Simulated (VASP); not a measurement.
Write the native input for VASP 6.6.1 that does the following.

```
Task                   : single point
Functional             : r2SCAN
Potentials or basis    : VASP PAW PBE potentials, release 64 (Cu)
Cutoff                 : 520 eV
k mesh                 : 15 × 15 × 15
Occupations            : methfessel-paxton, width 0.01 eV
Spin                   : no spin polarisation
Dipole correction      : no
Further INCAR settings : ALGO = Normal; EDIFF = 1e-06; NBANDS = 12
```

Cu:

```xyz
1
Lattice="0.0000 1.7881 1.7881 1.7881 0.0000 1.7881 1.7881 1.7881 0.0000" Properties=species:S:1:pos:R:3 pbc="T T T"
Cu    0.0000    0.0000    0.0000
```

These files were run (other wordings do the same):

POSCAR

```
Cu
1.0
    0.0000000000      1.7881324402      1.7881324402
    1.7881324402      0.0000000000      1.7881324402
    1.7881324402      1.7881324402      0.0000000000
Cu
1
Direct
    0.0000000000      0.0000000000      0.0000000000
```

INCAR.step1

```
PREC = Accurate
ENCUT = 520
ISMEAR = 1
SIGMA = 0.01
LREAL = False
LASPH = True
NELM = 60
NBANDS = 12
GGA = PE
ALGO = Normal
EDIFF = 1E-4
LWAVE = True
LCHARG = False
```

INCAR.step2

```
PREC = Accurate
ENCUT = 520
EDIFF = 1E-6
ISMEAR = 1
SIGMA = 0.01
LREAL = False
LASPH = True
NELM = 60
ALGO = Normal
ISIF = 2
LWAVE = False
LCHARG = False
METAGGA = R2SCAN
LMIXTAU = True
NBANDS = 12
ISTART = 1
```

KPOINTS

```
Automatic mesh
0
Gamma
  15 15 15
```

Potentials or basis: VASP PAW PBE potentials, release 64 (Cu).

The run is started by

```bash
$ cat potpaw_PBE.64/Cu/POTCAR > POTCAR
$ cp INCAR.step1 INCAR
$ mpirun -np 1 vasp_std > vasp.out
$ cp INCAR.step2 INCAR
$ mpirun -np 1 vasp_std > vasp.out
```

It gave:

| Property | Result |
| --- | --- |
| Pressure | 0.3 GPa |

Caveat: the PAW data sets were made with another functional, which shifts forces and pressure a little.

It took 66 s on 1 thread of Intel Xeon 6975P-C (shared host), peak memory 0.14 GiB.
